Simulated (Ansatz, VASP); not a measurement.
Be2ZnSe3 in VASP and in Ansatz

```
Be Zn Se
1.0
     3.78997    0.00000    0.00000
    -1.89498    3.28221    0.00000
     0.00000    0.00000    9.34066
Be Zn Se
2 1 3
Cartesian
  0.0000 0.0000 0.0789
  1.8950 1.0941 3.0286
  0.0000 2.1881 6.1939
  0.0000 0.0000 7.1927
  0.0000 2.1881 3.7347
  1.8950 1.0941 0.7877
```

Alike in both runs: task single point; functional r2SCAN; k mesh 12 × 12 × 4; occupations gaussian, width 0.02 eV; no spin polarisation.

```csv
,VASP,Ansatz
version,VASP 6.6.1,Ansatz 0.2.0
potentials or method,"VASP PAW PBE potentials, release 64 (Be, Zn, Se), cutoff 520 eV","scalar-relativistic, plane waves, PAW"
valence electrons in the cell,34,64
```

Ansatz gave:

```
gap on the k mesh at the Fermi level (eV)                     : 2.80
least direct gap on the mesh (eV)                             : 3.14
pressure (GPa)                                                : -1.3
traceless stress, the component that is largest in VASP (GPa) : -0.11
rms of the force components (eV/Å)                            : 0.053
```

Task: Which values does VASP return?

Result: gap on the k mesh at the Fermi level (eV): 2.79; least direct gap on the mesh (eV): 3.15; pressure (GPa): -1.2; traceless stress, the component that is largest in VASP (GPa): -0.06; rms of the force components (eV/Å): 0.053.

VASP's potentials were made for PBE, not for r2SCAN. Atom by atom the forces differ by 0.004 eV/Å (rms over components). The functional is the same, so the differences come from potentials, cutoffs and numerics. VASP's potentials hold 34 valence electrons a cell and Ansatz's 64, so a difference there can come from the potentials and not from the codes.
